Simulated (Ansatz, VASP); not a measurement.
# Two plane-wave programs on Ga

Contents of POSCAR:

```
Ga
1.0
    0.0000000000      2.9796103622      2.9796103622
    2.9796103622      0.0000000000      2.9796103622
    2.9796103622      2.9796103622      0.0000000000
Ga
2
Direct
    0.1250000000      0.1250000000      0.1250000000
    0.8750000000      0.8750000000      0.8750000000
```

The input INCAR.step1:

```
PREC = Accurate
ENCUT = 600
ISMEAR = -1
SIGMA = 0.1
LREAL = False
LASPH = True
NELM = 80
GGA = PE
ALGO = Normal
EDIFF = 1E-4
LWAVE = True
LCHARG = False
```

Contents of INCAR.step2:

```
PREC = Accurate
ENCUT = 600
EDIFF = 1E-7
ISMEAR = -1
SIGMA = 0.1
LREAL = False
LASPH = True
NELM = 80
ALGO = Normal
ISIF = 3
LWAVE = False
LCHARG = False
METAGGA = R2SCAN
LMIXTAU = True
IBRION = 2
NSW = 80
EDIFFG = -0.01
ISTART = 1
```

File KPOINTS:

```
regular mesh
0
Gamma
  9 9 9
```

Input for Ansatz:

```yaml
crystal:
  lattice:
    - [0.0, 2.9796103622, 2.9796103622]
    - [2.9796103622, 0.0, 2.9796103622]
    - [2.9796103622, 2.9796103622, 0.0]
  atoms:
    - { symbol: Ga, position: [0.125, 0.125, 0.125] }
    - { symbol: Ga, position: [0.875, 0.875, 0.875] }
hamiltonian:
  xc: r2scan
  pseudopotentials:
    kind: paw
    azcp:
      Ga: "pseudopotentials/Ga.paw.azcp"
basis:
  ecutwfc: 500
  fft_grid_basis: typed
kpoints:
  mp_grid: { grid: [9, 9, 9], shift: [0, 0, 0] }
magnetization:
  spin_polarized: false
scf:
  occupations: { method: fermi_dirac, width: 0.1 }
relax:
  max_steps: 60
  f_tol: 0.01
  cell: {}
```

Alike in both runs: task relaxation of cell and atoms; functional r2SCAN; k mesh 9 × 9 × 9; occupations fermi-dirac, width 0.1 eV; no spin polarisation.

```csv
,VASP,Ansatz
version,VASP 6.6.1,Ansatz 0.2.0
potentials or method,"VASP PAW PBE potentials, release 64 (Ga_d), cutoff 600 eV","plane waves (500 eV) with PAW, scalar-relativistic"
valence electrons in the cell,26,26
```

|  | VASP | Ansatz | Ansatz less VASP |
| --- | --- | --- | --- |
| relaxed volume (Å³/atom) | 24.10 | 24.10 | 0.000 |
| relaxed cell length with the largest relative difference (Å) | 4.085 | 4.085 | 0.0000 |

VASP's potentials were made for PBE, not for r2SCAN.
